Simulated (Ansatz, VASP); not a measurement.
**MnO in VASP and in Ansatz**

The input INCAR:

```
  ALGO = Normal
  EDIFF = 1E-7
  ENCUT = 520
  ISIF = 2
  ISMEAR = 1
  ISPIN = 2
  LASPH = T
  LCHARG = F
  LDAU = T
  LDAUJ = 0 0
  LDAUL = 2 -1
  LDAUPRINT = 1
  LDAUTYPE = 2
  LDAUU = 3 0
  LMAXMIX = 4
  LORBIT = 11
  LREAL = F
  LWAVE = F
  MAGMOM = 2.8 0
  NBANDS = 20
  NELM = 150
  PREC = Accurate
  SIGMA = 0.05
```

Contents of KPOINTS:

```
k-points
0
Gamma
  6 6 6
```

The input POSCAR:

```
MnO
1.0
    0.0000000000      2.2230000000      2.2230000000
    2.2230000000      0.0000000000      2.2230000000
    2.2230000000      2.2230000000      0.0000000000
Mn O
1 1
Direct
    0.9911200000      0.9884300000      0.0357900000
    0.4710184256      0.5020115744      0.5396984256
```

Input for Ansatz:

```yaml
crystal:
  lattice:
    - [0.0, 2.223, 2.223]
    - [2.223, 0.0, 2.223]
    - [2.223, 2.223, 0.0]
  atoms:
    - { symbol: Mn, position: [0.99112, 0.98843, 0.03579], spin: 2.8 }
    - { symbol: O, position: [0.4710184255510571, 0.5020115744489428, 0.5396984255510572] }
basis:
  ecutwfc: 540.0
  xc_grid: 2
kpoints:
  mp_grid:
    grid: [6, 6, 6]
hamiltonian:
  xc: lda
  hubbard:
    - { species: Mn, l: d, u_eff: 3.0 }
magnetization:
  spin_polarized: true
scf:
  convergence:
    dr2_threshold: 1.0e-09
  occupations:
    method: cold
    width: 0.05
output:
  forces: true
  stress: true
```

Alike in both runs: task single point; functional LDA; k mesh 6 × 6 × 6; collinear spin; Hubbard terms Mn d U = 3.0 eV.

```csv
,VASP,Ansatz
version,VASP 6.6.1,Ansatz 0.2.0
potentials or method,"VASP PAW LDA potentials, release 64 (Mn_pv, O), cutoff 520 eV","plane waves, PAW"
occupations,"methfessel-paxton of order 1, width 0.05 eV","cold, width 0.05 eV"
valence electrons in the cell,19,21
```

|  | VASP | Ansatz | Ansatz less VASP |
| --- | --- | --- | --- |
| pressure (GPa) | -5.5 | -4.2 | +1.25 |
| traceless stress, the component that is largest in VASP (GPa) | -0.16 | -0.17 | -0.012 |
| rms of the force components (eV/Å) | 0.089 | 0.079 | -0.0102 |
| net moment per atom (μB) | 2.50 | 2.50 | 0.000 |
| size of the moment on the site where the two differ most (μB) | 4.55 | 4.20 | -0.356 |

LDA's correlation is that of Perdew and Zunger in VASP and of Perdew and Wang (1992) in Ansatz. Site moments also hang on the region over which each program counts them. The programs project onto different local orbitals, so the same U acts differently, and such runs can settle in different states. Atom by atom the forces differ by 0.010 eV/Å (rms over components). VASP's potentials hold 19 valence electrons a cell and Ansatz's 21, so a difference there can come from the potentials and not from the codes. Ansatz's warnings: filled band counts differ across k points, stability check not made, stress scf threshold loose.

The k mesh is coarse, so the values compare programs but aren't converged.
